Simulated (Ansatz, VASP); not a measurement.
## Two plane-wave programs on Ag

Contents of INCAR:

```
SYSTEM = Ag
PREC = Accurate
ENCUT = 520
EDIFF = 1E-6
ISMEAR = 0
SIGMA = 0.15
LREAL = .FALSE.
LASPH = .TRUE.
NELM = 80
ALGO = Normal
ISIF = 2
LWAVE = .FALSE.
LCHARG = .FALSE.
GGA = PE
NBANDS = 12
```

KPOINTS

```
regular mesh
0
G
  10 10 10
  0 0 0
```

File POSCAR:

```
Ag
1.0
    0.0000000000      1.9818070000      2.1043930000
    1.9818070000      0.0000000000      2.1043930000
    1.9818070000      1.9818070000      0.0000000000
Ag
1
Direct
    0.0000000000      0.0000000000      0.0000000000
```

Input for Ansatz:

```yaml
crystal:
  lattice:
    - [0.0, 1.981807, 2.104393]
    - [1.981807, 0.0, 2.104393]
    - [1.981807, 1.981807, 0.0]
  atoms:
    - { symbol: Ag, position: [0.0, 0.0, 0.0] }
basis:
  ecutwfc: 420
kpoints:
  mp_grid: { grid: [10, 10, 10] }
hamiltonian:
  xc: pbe
scf:
  occupations: { method: gaussian, width: 0.15 }
output:
  forces: true
  stress: true
  eigenvalues: true
```

Change from the starting cell: strain -0.030 along x and y, +0.030 along z, atoms carried along.

Alike in both runs: task single point; functional PBE; k mesh 10 × 10 × 10; occupations gaussian, width 0.15 eV; no spin polarisation.

|  | VASP | Ansatz |
| --- | --- | --- |
| version | VASP 6.6.1 | Ansatz 0.2.0 |
| potentials or method | VASP PAW PBE potentials, release 64 (Ag), cutoff 520 eV | scalar-relativistic, plane waves, PAW |
| valence electrons in the cell | 11 | 19 |

Ansatz gave:

| Property | Result |
| --- | --- |
| gap on the k mesh at the Fermi level (eV) | none |
| pressure (GPa) | 9.2 |
| traceless stress, the component that is largest in VASP (GPa) | -1.41 |

Task: What did VASP give for the same quantities?

Result: gap on the k mesh at the Fermi level (eV): none; pressure (GPa): 9.0; traceless stress, the component that is largest in VASP (GPa): -1.40.

A gap of «none» marks a metal or a gap that the smearing closes. The functional is the same, so the differences come from potentials, cutoffs and numerics. VASP's potentials hold 11 valence electrons a cell and Ansatz's 19, so a difference there can come from the potentials and not from the codes.
